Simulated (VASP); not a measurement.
# Si (Fd-3m) in VASP: settings compared, part 2 of 2

VASP 6.6.1. The steps go on from the part before.

### 4 Relaxation of cell and atoms, BLYP+D3(BJ)

INCAR

```
AGGAC = 1.0
AGGAX = 1.0
ALDAC = 0.0
ALDAX = 1.0
ALGO = Normal
EDIFF = 1E-7
EDIFFG = -0.005
ENCUT = 600
GGA = B5
IBRION = 2
ISIF = 3
ISMEAR = -1
IVDW = 12
LASPH = T
LCHARG = F
LREAL = F
LWAVE = F
NELM = 60
NSW = 80
PREC = Accurate
SIGMA = 0.05
VDW_A1 = 0.4298
VDW_A2 = 4.2359
VDW_S6 = 1.0
VDW_S8 = 2.6996
```

KPOINTS

```
k-points
0
Gamma
  8 8 8
```

POSCAR

```
Si
1.0
    0.0000000000      2.7218511865      2.7218511865
    2.7218511865      0.0000000000      2.7218511865
    2.7218511865      2.7218511865      0.0000000000
Si
2
Direct
    0.5000000000      0.5000000000      0.5000000000
    0.7500000000      0.7500000000      0.7500000000
```

Potentials or basis: VASP PAW PBE potentials, release 64 (Si).

Started as:

```
> cat potpaw_PBE.64/Si/POTCAR > POTCAR
> mpirun -np 1 vasp_std > vasp.out
```

OUTCAR:

```text
EDIFF = 1E-7
   EDIFFG = -0.005
   ENCUT = 600
   GGA = B5
   IBRION = 2
   ISIF = 3
   ISMEAR = -1
   IVDW = 12
   LASPH = T
   LREAL = F
   NELM = 60
   NSW = 80
   PREC = Accurate
 IVDW          = 12

 ion  position               nearest neighbor table
   1  0.500  0.500  0.500-   2 2.36   2 2.36   2 2.36   2 2.36
   2  0.750  0.750  0.750-   1 2.36   1 2.36   1 2.36   1 2.36

  LATTYP: Found a face centered cubic cell.
 ALAT       =     5.4437023730

  Lattice vectors:

 A1 = (   0.0000000000,   2.7218511865,   2.7218511865)
 A2 = (   2.7218511865,   0.0000000000,   2.7218511865)
 A3 = (   2.7218511865,   2.7218511865,   0.0000000000)

Analysis of symmetry for initial positions (statically):
=====================================================================
 Subroutine PRICEL returns:
 Original cell was already a primitive cell.

 Routine SETGRP: Setting up the symmetry group for a
 face centered cubic supercell.

 Subroutine GETGRP returns: Found 48 space group operations
 (whereof 24 operations were pure point group operations)
 out of a pool of 48 trial point group operations.

The static configuration has the point symmetry T_d .
 The point group associated with its full space group is O_h .

Analysis of symmetry for dynamics (positions and initial velocities):
=====================================================================
 Subroutine PRICEL returns:
 Original cell was already a primitive cell.

 Routine SETGRP: Setting up the symmetry group for a
 face centered cubic supercell.

 Subroutine GETGRP returns: Found 48 space group operations
 (whereof 24 operations were pure point group operations)
 out of a pool of 48 trial point group operations.

The dynamic configuration has the point symmetry T_d .
 The point group associated with its full space group is O_h .

 Subroutine INISYM returns: Found 48 space group operations
 (whereof 24 operations are pure point group operations),
 and found     1 'primitive' translations

----------------------------------------------------------------------------------------

                                     Primitive cell

  volume of cell :      40.3295

  direct lattice vectors                    reciprocal lattice vectors
     0.000000000  2.721851186  2.721851186    -0.183698507  0.183698507  0.183698507
     2.721851186  0.000000000  2.721851186     0.183698507 -0.183698507  0.183698507
     2.721851186  2.721851186  0.000000000     0.183698507  0.183698507 -0.183698507

  length of vectors
     3.849278863  3.849278863  3.849278863     0.318175148  0.318175148  0.318175148

  position of ions in fractional coordinates (direct lattice)
     0.500000000  0.500000000  0.500000000
     0.750000000  0.750000000  0.750000000

  ion indices of the primitive-cell ions
   primitive index   ion index
                 1           1
                 2           2

----------------------------------------------------------------------------------------

 KPOINTS: k-points

Automatic generation of k-mesh.
 Grid dimensions read from file:
 generate k-points for:    8    8    8

 Generating k-lattice:

  Cartesian coordinates                     Fractional coordinates (reciprocal lattice)
    -0.022962313  0.022962313  0.022962313     0.125000000  0.000000000  0.000000000
     0.022962313 -0.022962313  0.022962313     0.000000000  0.125000000  0.000000000
     0.022962313  0.022962313 -0.022962313     0.000000000  0.000000000  0.125000000

  Length of vectors
     0.039771893  0.039771893  0.039771893

  Shift w.r.t. Gamma in fractional coordinates (k-lattice)
     0.000000000  0.000000000  0.000000000

 Subroutine IBZKPT returns following result:
 ===========================================

 Found     29 irreducible k-points:

 Following reciprocal coordinates:
            Coordinates               Weight
  0.000000  0.000000  0.000000      1.000000
  0.125000  0.000000  0.000000      8.000000
  0.250000  0.000000  0.000000      8.000000
  0.375000  0.000000  0.000000      8.000000
  0.500000  0.000000  0.000000      4.000000
  0.125000  0.125000  0.000000      6.000000
[... 16 lines left out ...]
  0.500000  0.250000  0.125000     48.000000
 -0.375000  0.250000  0.125000     24.000000
 [... further k-points ...]
   k-points           NKPTS =     29   k-points in BZ     NKDIM =     29   number of bands    NBANDS=      8
   number of dos      NEDOS =    301   number of ions     NIONS =      2
   total plane-waves  NPLWV =  32768
   dimension x,y,z NGX =    32 NGY =   32 NGZ =   32
   dimension x,y,z NGXF=    64 NGYF=   64 NGZF=   64
   ions per type =               2
   NGX,Y,Z   is equivalent  to a cutoff of  13.82, 13.82, 13.82 a.u.
   NGXF,Y,Z  is equivalent  to a cutoff of  27.64, 27.64, 27.64 a.u.
 SYSTEM =  unknown system
   PREC   = accura    normal or accurate (medium, high low for compatibility)
   ISTART =      0    job   : 0-new  1-cont  2-samecut
   ICHARG =      2    charge: 1-file 2-atom 10-const
   ISPIN  =      1    spin polarized calculation?
   LNONCOLLINEAR =      F non collinear calculations
   LSORBIT =      F    spin-orbit coupling
   LASPH  =      T    aspherical Exc in radial PAW
   ENCUT  =  600.0 eV  44.10 Ry    6.64 a.u.   7.69  7.69  7.69*2*pi/ulx,y,z
   NELM   =     60;   NELMIN=  2; NELMDL= -5     # of ELM steps
   EDIFF  = 0.1E-06   stopping-criterion for ELM
   LREAL  =      F    real-space projection
   EDIFFG = -.5E-02   stopping-criterion for IOM
   NSW    =     80    number of steps for IOM
   IBRION =      2    ionic relax: 0-MD 1-quasi-New 2-CG
   NFREE  =      1    steps in history (QN), initial steepest desc. (CG)
   ISIF   =      3    stress and relaxation
   ISYM   =      2    0-nonsym 1-usesym 2-fastsym
   POTIM  = 0.5000    time-step for ionic-motion
   TEBEG  =    0.0;   TEEND  =   0.0 temperature during run
   PSTRESS=    0.0 pullay stress
   NELECT =       8.0000    total number of electrons
   NUPDOWN=      -1.0000    fix difference up-down
   EMIN   =  10.00;   EMAX   =-10.00  energy-range for DOS
   EFERMI =   0.00;   METHOD = LEGACY
   ISMEAR =    -1;   SIGMA  =   0.05  broadening in eV -4-tet -1-fermi 0-gaus
   EFERMI_NEDOS =   21; number of points for ismear=-14 and -15
   IALGO  =     38    algorithm
   IMIX   =      4    mixing-type and parameters
     AMIX     =   0.40;   BMIX     =  1.00
     AMIX_MAG =   1.60;   BMIX_MAG =  1.00
  volume/ion in A,a.u.               =      20.16       136.08
  Fermi-wavevector in a.u.,A,eV,Ry     =   0.954766  1.804247 12.402783  0.911579
  Thomas-Fermi vector in A             =   2.083543
   LORBIT       =      0    0 simple, 1 ext, 2 COOP (PROOUT), +10 PAW based schemes
   GGA     = B5    functional components
   LHFCALC =     F    Hartree Fock is set to
   AEXX    =    0.0000 exact exchange contribution
   IVDW    =    12    specifies the selected vdW correction
   LEPSILON=     F    determine dielectric tensor
   LRPA    =     F    only Hartree local field effects (RPA)
 conjugate gradient relaxation of ions
 non-spin polarized calculation
  energy-cutoff  :      600.00
  volume of cell :       40.33
 maximum number of plane-waves:      1365
   NGX = 15   NGY = 15   NGZ = 15

--------------------------------------- Ionic step        1  -------------------------------------------

 number of electron       8.0000000 magnetization

 Free energy of the ion-electron system (eV)
  ---------------------------------------------------
  ext. energy  EPLUGINS =         0.00000000
  ---------------------------------------------------
  free energy    TOTEN  =        -9.46103371 eV

  energy without entropy =       -9.46103021  energy(sigma->0) =       -9.46103196

------------------------ aborting loop because EDIFF is reached ----------------------------------------

 Edisp (eV)   -1.38563

 E8    (eV) :    -0.9942
[... 71 lines left out ...]
--------------------------------------- Ionic step        3  -------------------------------------------

 number of electron       7.9999999 magnetization

 Free energy of the ion-electron system (eV)
  ---------------------------------------------------
  ext. energy  EPLUGINS =         0.00000000
  ---------------------------------------------------
  free energy    TOTEN  =        -9.44219433 eV

  energy without entropy =       -9.44219010  energy(sigma->0) =       -9.44219222

 E-fermi :   6.6936     XC(G=0):  -8.7760

 val. band max:        6.2980173332   @ k =   0.0000   0.0000   0.0000
 cond. band min:       7.1280326749   @ k =   0.3750   0.3750   0.0000
 fundamental gap:      0.8300153417
 Fermi energy:         6.6935613280

 k-point     1 :       0.0000    0.0000    0.0000
  band No.  band energies     occupation
      1      -5.6245      2.00000
      2       6.2980      1.99927
      3       6.2980      1.99927
      4       6.2980      1.99927
      5       9.0068      0.00000
      6       9.0068      0.00000
      7       9.0068      0.00000
      8       9.7147      0.00000
[... 243 lines left out ...]
 k-point    24 :      -0.3750    0.2500    0.1250
  band No.  band energies     occupation
      1      -2.7786      2.00000
      2      -0.4363      2.00000
      3       2.9288      2.00000
      4       4.1993      2.00000
      5       9.5120      0.00000
      6       9.6319      0.00000
      7      12.3463      0.00000
      8      13.5973      0.00000

 [... further k-points ...]

------------------------ aborting loop because EDIFF is reached ----------------------------------------

 Edisp (eV)   -1.40674

 E8    (eV) :    -1.0096
[... 25 lines left out ...]
  FREE ENERGIE OF THE ION-ELECTRON SYSTEM (eV)
  ---------------------------------------------------
  free  energy   TOTEN  =       -10.8489327755 eV

  energy  without entropy=      -10.8489285457  energy(sigma->0) =      -10.84893066

 reached required accuracy - stopping structural energy minimisation
```

OSZICAR:

```text
N       E                     dE             d eps       ncg     rms          rms(c)
DAV:   1     0.136586154120E+02    0.13659E+02   -0.37415E+03   464   0.913E+02
DAV:   2    -0.930215088715E+01   -0.22961E+02   -0.22323E+02   744   0.934E+01
DAV:   3    -0.961902879305E+01   -0.31688E+00   -0.31688E+00   592   0.142E+01
[... 22 lines left out ...]
DAV:   2    -0.944230484229E+01    0.21313E-03   -0.19935E-04   576   0.990E-02    0.593E-02
DAV:   3    -0.944219592405E+01    0.10892E-03   -0.24746E-04   560   0.795E-02    0.144E-02
DAV:   4    -0.944219556239E+01    0.36165E-06   -0.28120E-06   584   0.149E-02    0.115E-02
DAV:   5    -0.944219427234E+01    0.12901E-05   -0.43402E-07   632   0.589E-03    0.959E-04
DAV:   6    -0.944219433331E+01   -0.60968E-07   -0.40374E-09   264   0.625E-04
   3 F= -.10848933E+02 E0= -.10848931E+02  d E =-.227024E-02
```

It took 68 s on 1 thread of AMD EPYC 7R43 (Zen 3), shared host; peak memory 0.15 GiB.

What came out:

```yaml
Free_energy: -10.8489 eV
Relaxed_volume: 19.87 Å³/atom
Relaxed_cell: a = 3.830 Å, b = 3.830 Å, c = 3.830 Å, α = 60.00°, β = 60.00°, γ = 60.00°
Space_group_after_relaxing_to_0.05_Å: Fd-3m (No. 227)
Energy_gained_by_relaxing: 1.1 meV/atom
Ionic_steps: 3
Pressure_after_relaxing: 0.0 GPa
Band_gap_on_the_k_mesh: 0.83 eV, indirect (least direct gap 2.71 eV)
Dispersion_energy_per_atom: -0.703 eV
```

Step by step:
```
step  energy change (eV)  largest force (eV/Å)  pressure (GPa)  volume (Å³)
   1              0.0000                0.0000           -1.22        40.33
   2             -0.0017                0.0000            0.67        39.44
   3             -0.0023                0.0000            0.00        39.74
```

Final structure:
```cif
data_structure
_symmetry_space_group_name_H-M 'P 1'
_symmetry_Int_Tables_number 1
_cell_length_a 3.8305
_cell_length_b 3.8305
_cell_length_c 3.8305
_cell_angle_alpha 60.000
_cell_angle_beta 60.000
_cell_angle_gamma 60.000
_cell_volume 39.74
loop_
_atom_site_label
_atom_site_type_symbol
_atom_site_fract_x
_atom_site_fract_y
_atom_site_fract_z
_atom_site_occupancy
Si1 Si 0.50000 0.50000 0.50000 1
Si2 Si 0.75000 0.75000 0.75000 1
```

Levels at points of the mesh, in eV from the valence-band top:
| k point | band 1 | band 2 | band 3 | band 4 | band 5 | band 6 | band 7 | band 8 |
| --- | --- | --- | --- | --- | --- | --- | --- | --- |
| (0.00, 0.00, 0.00) | -11.92 | 0.00 | 0.00 | 0.00 | 2.71 | 2.71 | 2.71 | 3.42 |
| (0.50, 0.00, 0.00) | -9.61 | -6.89 | -1.18 | -1.18 | 1.67 | 3.53 | 3.53 | 8.10 |
| (0.50, 0.50, 0.00) | -7.80 | -7.80 | -2.79 | -2.79 | 0.94 | 0.94 | 10.23 | 10.23 |

Caveat: the PAW data sets were made with another functional, which shifts forces and pressure a little.

### 5 The runs side by side

```tsv
task	level	cell	cutoff (eV)	smearing	gap on the mesh (eV)	pressure (GPa)
single point	PBE	a = 3.849 Å, angles 60.0°, 2 atoms	520	gaussian 0.015 eV	0.63	1.3
single point	BLYP+D3(BJ)	a = 3.827 Å, angles 60.0°, 2 atoms	520	fermi-dirac 0.05 eV	0.83	0.2
relaxation of cell and atoms	BLYP+D3(BJ)	relaxed from a = 3.849 Å, angles 60.0°, 2 atoms	600	fermi-dirac 0.05 eV	0.83	0.0
```

Alike in all rows: potentials or basis VASP PAW PBE potentials, release 64 (Si); no spin polarisation; k mesh 8 × 8 × 8.

Caveats: the PAW data sets were made with another functional, which shifts forces and pressure a little (some runs).

Total energies depend on the potentials used, so only differences within one code and one set of settings carry meaning.
